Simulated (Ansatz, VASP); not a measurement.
# Two plane-wave programs on SiO2

```
CELL_PARAMETERS angstrom
5.03103 0.00000 0.00000
0.00000 5.03103 0.00000
0.00000 0.00000 7.01064
ATOMIC_POSITIONS crystal
Si 0.79771 0.79771 0.50000
Si 0.70229 0.29771 0.25000
Si 0.20229 0.20229 0.00000
Si 0.29771 0.70229 0.75000
O 0.26029 0.39882 0.82197
O 0.10118 0.76029 0.57197
O 0.73971 0.60118 0.32197
O 0.89882 0.23971 0.07197
O 0.76029 0.10118 0.42803
O 0.60118 0.73971 0.67803
O 0.23971 0.89882 0.92803
O 0.39882 0.26029 0.17803
```

Alike in both runs: functional PBEsol; k mesh 6 × 6 × 4; occupations gaussian, width 0.02 eV; no spin polarisation.

Ansatz relaxed the structure, and its values are those at the end. VASP's run is a single point on that final structure, the one shown.

|  | VASP | Ansatz |
| --- | --- | --- |
| version | VASP 6.6.1 | Ansatz 0.2.0 |
| potentials or method | VASP PAW PBE potentials, release 64 (Si, O), cutoff 520 eV | scalar-relativistic, plane waves, PAW |
| valence electrons in the cell | 64 | 64 |

|  | VASP | Ansatz | Ansatz less VASP |
| --- | --- | --- | --- |
| gap on the k mesh at the Fermi level (eV) | 5.57 | 5.57 | -0.001 |
| least direct gap on the mesh (eV) | 5.57 | 5.57 | -0.001 |
| pressure (GPa) | 0.5 | 0.0 | -0.50 |
| rms of the force components (eV/Å) | 0.012 | 0.001 | -0.0109 |

VASP's potentials were made for PBE, not for PBEsol. With one functional, cell and mesh, what is left measures potentials, basis and numerics.
